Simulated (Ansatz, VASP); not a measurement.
**In: VASP beside Ansatz**

File INCAR:

```
SYSTEM = In
PREC = Accurate
ENCUT = 600
EDIFF = 1E-6
ISMEAR = 0
SIGMA = 0.1
LREAL = .FALSE.
LASPH = .TRUE.
NELM = 100
ALGO = Fast
ISIF = 3
LWAVE = .FALSE.
LCHARG = .FALSE.
GGA = PE
IBRION = 2
NSW = 90
EDIFFG = -0.04
```

File KPOINTS:

```
regular mesh
0
G
  3 3 6
  0 0 0
```

The input POSCAR:

```
In
1.0
    9.1919598925      0.0000000000      0.0000000000
   -4.5959799462      7.9604707774      0.0000000000
    0.0000000000      0.0000000000      3.7263278204
In
8
Direct
    0.8142846180      0.1857153820      0.5000000000
    0.8142846180      0.6285692360      0.5000000000
    0.3714307640      0.1857153820      0.5000000000
    0.1857153820      0.8142846180      0.5000000000
    0.1857153820      0.3714307640      0.5000000000
    0.6285692360      0.8142846180      0.5000000000
    0.3333333333      0.6666666667      0.0000000000
    0.6666666667      0.3333333333      0.0000000000
```

Input for Ansatz:

```yaml
crystal:
  lattice:
    - [9.1919598925, 0.0, 0.0]
    - [-4.5959799462, 7.9604707774, 0.0]
    - [0.0, 0.0, 3.7263278204]
  atoms:
    - { symbol: In, position: [0.814284618, 0.185715382, 0.5] }
    - { symbol: In, position: [0.814284618, 0.628569236, 0.5] }
    - { symbol: In, position: [0.371430764, 0.185715382, 0.5] }
    - { symbol: In, position: [0.185715382, 0.814284618, 0.5] }
    - { symbol: In, position: [0.185715382, 0.371430764, 0.5] }
    - { symbol: In, position: [0.628569236, 0.814284618, 0.5] }
    - { symbol: In, position: [0.3333333333, 0.6666666667, 0.0] }
    - { symbol: In, position: [0.6666666667, 0.3333333333, 0.0] }
basis:
  ecutwfc: 420
kpoints:
  mp_grid: { grid: [3, 3, 6] }
hamiltonian:
  xc: pbe
scf:
  occupations: { method: gaussian, width: 0.1 }
  lower_state_search: "off"
output:
  forces: true
  stress: true
  eigenvalues: true
relax:
  adjacent_minimum: "off"
  f_tol: 0.04
  max_steps: 70
  cell: { stress_tol: 0.4 }
```

Alike in both runs: task relaxation of cell and atoms; functional PBE; k mesh 3 × 3 × 6; occupations gaussian, width 0.1 eV; no spin polarisation.

```csv
,VASP,Ansatz
version,VASP 6.6.1,Ansatz 0.2.0
potentials or method,"VASP PAW PBE potentials, release 64 (In_d), cutoff 600 eV","scalar-relativistic, plane waves, PAW"
valence electrons in the cell,104,104
```

|  | VASP | Ansatz | Ansatz less VASP |
| --- | --- | --- | --- |
| gap on the k mesh at the Fermi level, each at its own relaxed structure (eV) | none | none | - |
| relaxed volume (Å³/atom) | 33.12 | 33.34 | +0.221 |
| relaxed length of the cell vector where the two differ most in proportion (Å) | 9.613 | 9.641 | +0.0283 |

A gap of «none» marks a metal or a gap that the smearing closes.
